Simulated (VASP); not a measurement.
# Al2Au (Fm-3m) in VASP: a series of runs, part 3 of 3

VASP 6.6.1. The steps go on from the part before.

### Step 5. Single point, PBEsol

This run uses another cell than the first one, of 15.83 Å³/atom, 0.880 times its volume.

INCAR

```
SYSTEM = Al2Au
ALGO = Normal
EDIFF = 1E-6
ENCUT = 520
GGA = PS
ISIF = 2
ISMEAR = -1
LASPH = .TRUE.
LCHARG = .TRUE.
LELF = .TRUE.
LREAL = .FALSE.
LVHAR = .TRUE.
LWAVE = .FALSE.
NBANDS = 16
NELM = 60
PREC = Accurate
SIGMA = 0.05
```

KPOINTS

```
k-points
0
G
  8 8 8
  0 0 0
```

POSCAR

```
Al2Au
1.0
    0.0000000000      2.8743343672      2.8743343672
    2.8743343672      0.0000000000      2.8743343672
    2.8743343672      2.8743343672      0.0000000000
Au Al
1 2
Direct
    0.0000000000      0.0000000000      0.0000000000
    0.7500000000      0.7500000000      0.7500000000
    0.2500000000      0.2500000000      0.2500000000
```

Potentials or basis: VASP PAW PBE potentials, release 64 (Au, Al).

On the command line:

```
> cat potpaw_PBE.64/Au/POTCAR potpaw_PBE.64/Al/POTCAR > POTCAR
> mpirun -np 1 vasp_std > vasp.out
```

OUTCAR:

```text
SYSTEM = Al2Au
   EDIFF = 1E-6
   ENCUT = 520
   GGA = PS
   ISIF = 2
   ISMEAR = -1
   LASPH = .TRUE.
   LREAL = .FALSE.
   NELM = 60
   PREC = Accurate

 ion  position               nearest neighbor table
   1  0.000  0.000  0.000-   2 2.49   3 2.49   2 2.49   2 2.49   2 2.49   3 2.49   3 2.49   3 2.49

   2  0.750  0.750  0.750-   1 2.49   1 2.49   1 2.49   1 2.49   3 2.87   3 2.87   3 2.87   3 2.87
                             3 2.87   3 2.87
   3  0.250  0.250  0.250-   1 2.49   1 2.49   1 2.49   1 2.49   2 2.87   2 2.87   2 2.87   2 2.87
                             2 2.87   2 2.87

  LATTYP: Found a face centered cubic cell.
 ALAT       =     5.7486687344

  Lattice vectors:

 A1 = (   0.0000000000,   2.8743343672,   2.8743343672)
 A2 = (   2.8743343672,   0.0000000000,   2.8743343672)
 A3 = (   2.8743343672,   2.8743343672,   0.0000000000)

Analysis of symmetry for initial positions (statically):
=====================================================================
 Subroutine PRICEL returns:
 Original cell was already a primitive cell.

 Routine SETGRP: Setting up the symmetry group for a
 face centered cubic supercell.

 Subroutine GETGRP returns: Found 48 space group operations
 (whereof 48 operations were pure point group operations)
 out of a pool of 48 trial point group operations.

The static configuration has the point symmetry O_h .

Analysis of symmetry for dynamics (positions and initial velocities):
=====================================================================
 Subroutine PRICEL returns:
 Original cell was already a primitive cell.

 Routine SETGRP: Setting up the symmetry group for a
 face centered cubic supercell.

 Subroutine GETGRP returns: Found 48 space group operations
 (whereof 48 operations were pure point group operations)
 out of a pool of 48 trial point group operations.

The dynamic configuration has the point symmetry O_h .

 Subroutine INISYM returns: Found 48 space group operations
 (whereof 48 operations are pure point group operations),
 and found     1 'primitive' translations

----------------------------------------------------------------------------------------

                                     Primitive cell

  volume of cell :      47.4943

  direct lattice vectors                    reciprocal lattice vectors
     0.000000000  2.874334367  2.874334367    -0.173953318  0.173953318  0.173953318
     2.874334367  0.000000000  2.874334367     0.173953318 -0.173953318  0.173953318
     2.874334367  2.874334367  0.000000000     0.173953318  0.173953318 -0.173953318

  length of vectors
     4.064922645  4.064922645  4.064922645     0.301295985  0.301295985  0.301295985

  position of ions in fractional coordinates (direct lattice)
     0.000000000  0.000000000  0.000000000
     0.750000000  0.750000000  0.750000000
     0.250000000  0.250000000  0.250000000

  ion indices of the primitive-cell ions
   primitive index   ion index
                 1           1
                 2           2
                 3           3

----------------------------------------------------------------------------------------

 KPOINTS: k-points

Automatic generation of k-mesh.
 Grid dimensions read from file:
 generate k-points for:    8    8    8

 Generating k-lattice:

  Cartesian coordinates                     Fractional coordinates (reciprocal lattice)
    -0.021744165  0.021744165  0.021744165     0.125000000  0.000000000  0.000000000
     0.021744165 -0.021744165  0.021744165     0.000000000  0.125000000  0.000000000
     0.021744165  0.021744165 -0.021744165     0.000000000  0.000000000  0.125000000

  Length of vectors
     0.037661998  0.037661998  0.037661998

  Shift w.r.t. Gamma in fractional coordinates (k-lattice)
     0.000000000  0.000000000  0.000000000

 Subroutine IBZKPT returns following result:
 ===========================================

 Found     29 irreducible k-points:

 Following reciprocal coordinates:
            Coordinates               Weight
  0.000000  0.000000  0.000000      1.000000
  0.125000  0.000000  0.000000      8.000000
  0.250000  0.000000  0.000000      8.000000
  0.375000  0.000000  0.000000      8.000000
  0.500000  0.000000  0.000000      4.000000
  0.125000  0.125000  0.000000      6.000000
[... 16 lines left out ...]
  0.500000  0.250000  0.125000     48.000000
 -0.375000  0.250000  0.125000     24.000000
 [... further k-points ...]
   k-points           NKPTS =     29   k-points in BZ     NKDIM =     29   number of bands    NBANDS=     16
   number of dos      NEDOS =    301   number of ions     NIONS =      3
   total plane-waves  NPLWV =  27000
   dimension x,y,z NGX =    30 NGY =   30 NGZ =   30
   dimension x,y,z NGXF=    60 NGYF=   60 NGZF=   60
   ions per type =               1   2
   NGX,Y,Z   is equivalent  to a cutoff of  12.27, 12.27, 12.27 a.u.
   NGXF,Y,Z  is equivalent  to a cutoff of  24.54, 24.54, 24.54 a.u.
 SYSTEM =  Al2Au
   PREC   = accura    normal or accurate (medium, high low for compatibility)
   ISTART =      0    job   : 0-new  1-cont  2-samecut
   ICHARG =      2    charge: 1-file 2-atom 10-const
   ISPIN  =      1    spin polarized calculation?
   LNONCOLLINEAR =      F non collinear calculations
   LSORBIT =      F    spin-orbit coupling
   LASPH  =      T    aspherical Exc in radial PAW
   ENCUT  =  520.0 eV  38.22 Ry    6.18 a.u.   7.56  7.56  7.56*2*pi/ulx,y,z
   NELM   =     60;   NELMIN=  2; NELMDL= -5     # of ELM steps
   EDIFF  = 0.1E-05   stopping-criterion for ELM
   LREAL  =      F    real-space projection
   EDIFFG = 0.1E-04   stopping-criterion for IOM
   NSW    =      0    number of steps for IOM
   IBRION =     -1    ionic relax: 0-MD 1-quasi-New 2-CG
   NFREE  =      0    steps in history (QN), initial steepest desc. (CG)
   ISIF   =      2    stress and relaxation
   ISYM   =      2    0-nonsym 1-usesym 2-fastsym
   POTIM  = 0.5000    time-step for ionic-motion
   TEBEG  =    0.0;   TEEND  =   0.0 temperature during run
   PSTRESS=    0.0 pullay stress
   NELECT =      17.0000    total number of electrons
   NUPDOWN=      -1.0000    fix difference up-down
   EMIN   =  10.00;   EMAX   =-10.00  energy-range for DOS
   EFERMI =   0.00;   METHOD = LEGACY
   ISMEAR =    -1;   SIGMA  =   0.05  broadening in eV -4-tet -1-fermi 0-gaus
   EFERMI_NEDOS =   21; number of points for ismear=-14 and -15
   IALGO  =     38    algorithm
   IMIX   =      4    mixing-type and parameters
     AMIX     =   0.40;   BMIX     =  1.00
     AMIX_MAG =   1.60;   BMIX_MAG =  1.00
  volume/ion in A,a.u.               =      15.83       106.84
  Fermi-wavevector in a.u.,A,eV,Ry     =   1.162369  2.196558 18.382840  1.351101
  Thomas-Fermi vector in A             =   2.298930
   LORBIT       =      0    0 simple, 1 ext, 2 COOP (PROOUT), +10 PAW based schemes
   GGA     = PS    functional components
   LHFCALC =     F    Hartree Fock is set to
   AEXX    =    0.0000 exact exchange contribution
   IVDW    =     0    specifies the selected vdW correction
   LEPSILON=     F    determine dielectric tensor
   LRPA    =     F    only Hartree local field effects (RPA)
 non-spin polarized calculation
  energy-cutoff  :      520.00
  volume of cell :       47.49
 maximum number of plane-waves:      1303
   NGX = 15   NGY = 15   NGZ = 15

 number of electron      16.9999999 magnetization

 Free energy of the ion-electron system (eV)
  ---------------------------------------------------
  ext. energy  EPLUGINS =         0.00000000
  ---------------------------------------------------
  free energy    TOTEN  =       -13.13255305 eV

  energy without entropy =      -13.12779037  energy(sigma->0) =      -13.13017171

 E-fermi :   9.3386     XC(G=0): -11.2091

 val. band max:        9.1304133727   @ k =   0.3750   0.1250   0.0000
 cond. band min:       9.3871774178   @ k =   0.3750   0.1250   0.0000
 fundamental gap:      0.2567640452
 Fermi energy:         9.3385607128

 k-point     1 :       0.0000    0.0000    0.0000
  band No.  band energies     occupation
      1      -2.2814      2.00000
      2       1.9028      2.00000
      3       1.9028      2.00000
      4       1.9028      2.00000
      5       3.0038      2.00000
      6       3.0038      2.00000
[... 8 lines left out ...]
     15      15.3943      0.00000
     16      15.3943      0.00000
[... 419 lines left out ...]
 k-point    24 :      -0.3750    0.2500    0.1250
  band No.  band energies     occupation
      1       0.5126      2.00000
      2       1.7125      2.00000
      3       2.2537      2.00000
      4       2.4584      2.00000
      5       2.9579      2.00000
      6       3.2665      2.00000
[... 8 lines left out ...]
     15      17.9158      0.00000
     16      20.1143      0.00000

 [... further k-points ...]
[... 5 lines left out ...]
  --------------------------------------------------------------------------------------
  -------------------------------------------------------------------------------------
  Total        5.8787874      5.8787874      5.8787874      0.0000000      0.0000000      0.0000000
  in kB      198.3154177    198.3154177    198.3154177      0.0000000      0.0000000      0.0000000
  external PRESSURE =     198.3154177 kB  Pullay stress =       0.0000000 kB

 VOLUME and BASIS-vectors are now :
 -----------------------------------------------------------------------------
  energy-cutoff  :      520.00
  volume of cell :       47.49
      direct lattice vectors                 reciprocal lattice vectors
     0.000000000  2.874334367  2.874334367    -0.173953318  0.173953318  0.173953318
     2.874334367  0.000000000  2.874334367     0.173953318 -0.173953318  0.173953318
     2.874334367  2.874334367  0.000000000     0.173953318  0.173953318 -0.173953318

 POSITION                                       TOTAL-FORCE (eV/Angst)
 -----------------------------------------------------------------------------------
      0.00000      0.00000      0.00000        -0.000000     -0.000000     -0.000000
      4.31150      4.31150      4.31150         0.000000      0.000000      0.000000
      1.43717      1.43717      1.43717        -0.000000     -0.000000     -0.000000
 -----------------------------------------------------------------------------------
    total drift:                                0.000000     -0.000000     -0.000000

  FREE ENERGIE OF THE ION-ELECTRON SYSTEM (eV)
  ---------------------------------------------------
  free  energy   TOTEN  =       -13.1325530522 eV

  energy  without entropy=      -13.1277903740  energy(sigma->0) =      -13.13017171
```

OSZICAR:

```text
N       E                     dE             d eps       ncg     rms          rms(c)
DAV:   1     0.619702228378E+02    0.61970E+02   -0.71768E+03   944   0.900E+02
DAV:   2    -0.131823353515E+02   -0.75153E+02   -0.68377E+02  1128   0.184E+02
DAV:   3    -0.147042624647E+02   -0.15219E+01   -0.15174E+01  1208   0.253E+01
DAV:   4    -0.147155251182E+02   -0.11263E-01   -0.11262E-01  1104   0.253E+00
DAV:   5    -0.147157113376E+02   -0.18622E-03   -0.18622E-03  1200   0.332E-01    0.110E+01
DAV:   6    -0.132647005657E+02    0.14510E+01   -0.49261E+00  1080   0.227E+01    0.395E+00
DAV:   7    -0.131751107034E+02    0.89590E-01   -0.19819E-01   968   0.437E+00    0.196E+00
DAV:   8    -0.131338549913E+02    0.41256E-01   -0.17615E-02  1128   0.874E-01    0.429E-01
DAV:   9    -0.131325041517E+02    0.13508E-02   -0.17799E-03  1104   0.406E-01    0.200E-01
DAV:  10    -0.131325586367E+02   -0.54485E-04   -0.10667E-04  1128   0.752E-02    0.314E-02
DAV:  11    -0.131325529726E+02    0.56641E-05   -0.40954E-06  1096   0.153E-02    0.106E-02
DAV:  12    -0.131325530522E+02   -0.79574E-07   -0.39477E-07   728   0.416E-03
   1 F= -.13132553E+02 E0= -.13130172E+02  d E =-.476268E-02
```

stdout:

```text
POSCAR found type information on POSCAR AuAl
 POSCAR found :  2 types and       3 ions
 scaLAPACK will be used
 -----------------------------------------------------------------------------
|                                                                             |
|                                                                             |
|     You enforced a specific xc type in the INCAR file but a different       |
|     I HOPE YOU KNOW WHAT YOU ARE DOING!                                     |
|                                                                             |
 -----------------------------------------------------------------------------

 LDA part: xc-table for (Slater+PW92), standard interpolation
 POSCAR, INCAR and KPOINTS ok, starting setup
 FFT: planning ... GRIDC
 FFT: planning ... GRID_SOFT
 FFT: planning ... GRID
 WAVECAR not read
 entering main loop
```

Wall time 26 s (1 thread of Intel Xeon Platinum 8488C (Sapphire Rapids), shared host); peak memory 0.17 GiB.

What came out:

```yaml
Free_energy: -13.1326 eV
Pressure: 19.8 GPa
```

Caveat: the PAW data sets were made with another functional, which shifts forces and pressure a little; spin-orbit coupling is left out, which moves the levels of the heavy elements.

### Step 6. Overview

```csv
task,level,cell,cutoff (eV),gap on the mesh (eV),pressure (GPa),relaxed volume (Å³/atom)
relaxation of cell and atoms,RPBE,"relaxed from a = 4.243 Å, angles 60.0°, 3 atoms",600,none,0.0,18.85
relaxation of cell and atoms,revPBE,"relaxed from a = 4.243 Å, angles 60.0°, 3 atoms",600,none,0.0,18.76
single point,PBEsol,"a = 4.004 Å, angles 60.0°, 3 atoms",520,none,29.9,-
single point,PBEsol,"a = 4.065 Å, angles 60.0°, 3 atoms",520,none,19.8,-
```

Alike in all rows: potentials or basis VASP PAW PBE potentials, release 64 (Au, Al); no spin polarisation; k mesh 8 × 8 × 8; smearing fermi-dirac 0.05 eV.

Caveats: the PAW data sets were made with another functional, which shifts forces and pressure a little; spin-orbit coupling is left out, which moves the levels of the heavy elements.

Absolute energies hang on the potentials; compare differences alone.
